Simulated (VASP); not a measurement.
# Rb: single point with PBEsol

Rb:

```
Rb
1.0
    -2.80600    2.80600    2.80600
     2.80600   -2.80600    2.80600
     2.80600    2.80600   -2.80600
Rb
1
Direct
  0.00000 0.00000 0.00000
```

| Item | Value |
| --- | --- |
| Program | VASP 6.6.1 |
| Task | single point |
| Functional | PBEsol |
| Potentials or basis | VASP PAW PBE potentials, release 64 (Rb_sv) |
| Cutoff | 520 eV |
| k mesh | 10 × 10 × 10 |
| Occupations | fermi-dirac, width 0.05 eV |
| Spin | no spin polarisation |

```
Pressure               : -0.1 GPa
Band gap on the k mesh : zero (an odd number of electrons rules out a gap without spin polarisation)
```

Levels at points of the mesh, in eV from the Fermi level:
| k point | band 2 | band 3 | band 4 | band 5 | band 6 | band 7 | band 8 | band 9 |
| --- | --- | --- | --- | --- | --- | --- | --- | --- |
| (0.00, 0.00, 0.00) | -12.89 | -12.89 | -12.89 | -2.02 | 3.71 | 3.71 | 3.71 | 4.67 |
| (0.50, 0.00, 0.00) | -12.99 | -12.92 | -12.89 | 0.23 | 0.80 | 2.59 | 4.32 | 5.25 |
| (0.50, 0.50, 0.50) | -12.96 | -12.96 | -12.96 | 1.24 | 1.24 | 3.32 | 3.32 | 3.32 |

Run time: 30 s on 1 thread of Intel Xeon 8259CL (shared host), peak memory 0.21 GiB.

Caveat: the PAW data sets were made with another functional, which shifts forces and pressure a little.
